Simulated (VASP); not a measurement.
Input of a VASP 6.6.1 run:

File POSCAR:

```
NbRu
1.0
    3.1858484195     -0.0761124196     -0.0761124196
   -0.0761124196      3.1858484195     -0.0761124196
   -0.0761124196     -0.0761124196      3.1858484195
Nb Ru
1 1
Direct
    0.0000000000      0.0000000000      0.0000000000
    0.5000000000      0.5000000000      0.5000000000
```

The input INCAR.step1:

```
SYSTEM = NbRu
ALGO = Normal
EDIFF = 1E-4
ENCUT = 520
GGA = PE
ISMEAR = 0
LASPH = .TRUE.
LCHARG = .FALSE.
LREAL = .FALSE.
LWAVE = .TRUE.
NBANDS = 20
NELM = 100
PREC = Accurate
SIGMA = 0.15
```

INCAR.step2

```
SYSTEM = NbRu
ALGO = Normal
EDIFF = 1E-7
ENCUT = 520
ISIF = 2
ISMEAR = 0
ISTART = 1
LASPH = .TRUE.
LCHARG = .FALSE.
LMIXTAU = .TRUE.
LREAL = .FALSE.
LWAVE = .FALSE.
METAGGA = R2SCAN
NBANDS = 20
NELM = 100
PREC = Accurate
SIGMA = 0.15
```

Contents of KPOINTS:

```
k-points
0
G
  16 16 16
  0 0 0
```

Potentials or basis: VASP PAW PBE potentials, release 64 (Nb_sv, Ru_pv).

Launch:

```sh
$ cat potpaw_PBE.64/Nb_sv/POTCAR potpaw_PBE.64/Ru_pv/POTCAR > POTCAR
$ cp INCAR.step1 INCAR
$ mpirun -np 1 vasp_std > vasp.out
$ cp INCAR.step2 INCAR
$ mpirun -np 1 vasp_std > vasp.out
```

Task: Predict the pressure.

Result: -4.3 GPa.

Stress tensor (GPa, compression positive):
```
-4.29  3.66  3.66
 3.66 -4.29  3.66
 3.66  3.66 -4.29
```

Caveat: the PAW data sets were made with another functional, which shifts forces and pressure a little.
